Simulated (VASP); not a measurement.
Input of a VASP 6.6.1 run:

Contents of INCAR:

```
SYSTEM = BaS
PREC = Accurate
ENCUT = 520
EDIFF = 1E-6
ISMEAR = 0
SIGMA = 0.01
LREAL = .False.
LASPH = .True.
NELM = 80
ALGO = Normal
ISIF = 2
LWAVE = .False.
LCHARG = .False.
GGA = PE
NBANDS = 15
```

KPOINTS

```
Automatic mesh
0
Gamma
  6 6 6
  0 0 0
```

File POSCAR:

```
BaS
1.0
    3.8337582643      0.0000000000      0.0000000000
    0.0000000000      3.8337582643      0.0000000000
    0.0000000000      0.0000000000      3.8337582643
Ba S
1 1
Direct
    0.0000000000      0.0000000000      0.0000000000
    0.5000000000      0.5000000000      0.5000000000
```

Potentials or basis: VASP PAW PBE potentials, release 64 (Ba_sv, S).

Command:

```console
$ cat potpaw_PBE.64/Ba_sv/POTCAR potpaw_PBE.64/S/POTCAR > POTCAR
$ mpirun -np 1 vasp_std > vasp.out
```

(1) Estimate the band gap on the k mesh.

(2) Estimate the pressure.

## Answers

(1) 1.43 eV (least direct gap 1.54 eV).

(2) 1.2 GPa.

Caveat: the structure was generated, so it needn't be the stable form of BaS; spin-orbit coupling is left out, which moves the levels of the heavy elements.
